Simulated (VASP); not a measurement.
A run of VASP 6.6.1:

File INCAR:

```
PREC = Accurate ; ENCUT = 520
EDIFF = 1E-7 ; ISMEAR = 0
SIGMA = 0.02 ; LREAL = False
LASPH = True ; NELM = 100
ALGO = Normal ; ISIF = 2
LWAVE = False ; LCHARG = True
GGA = PE ; LELF = True
LVHAR = True ; NBANDS = 31
```

Contents of KPOINTS:

```
regular mesh
0
Gamma
  12 12 4
```

POSCAR

```
Mg3CdTe4
1.0
    4.2229812734      0.0000000286      0.0000000000
   -2.1114906614      3.6572090481      0.0000000000
    0.0000000000      0.0000000000     13.7271568845
Mg Cd Te
3 1 4
Direct
    0.0000000000      0.0000000000      0.0000000000
    0.0000000000      0.0000000000      0.7524086752
    0.0000000000      0.0000000000      0.2475913248
    0.0000000000      0.0000000000      0.5000000000
    0.3333333333      0.6666666667      0.8764962190
    0.3333333333      0.6666666667      0.3695343318
    0.6666666667      0.3333333333      0.1235037810
    0.6666666667      0.3333333333      0.6304656682
```

Potentials or basis: VASP PAW PBE potentials, release 64 (Mg, Cd, Te).

Command:

```console
$ cat potpaw_PBE.64/Mg/POTCAR potpaw_PBE.64/Cd/POTCAR potpaw_PBE.64/Te/POTCAR > POTCAR
$ mpirun -np 1 vasp_std > vasp.out
```

Hardware: 1 thread of Oxide Virtual Turin-like Processor, on a shared host.

Question: How long does it take, and how much memory?

Answer: Wall time 6.7 min on 1 thread of Oxide Virtual Turin-like Processor, on a shared host, peak memory 0.58 GiB. Counts: scf iterations 16, k points 69.
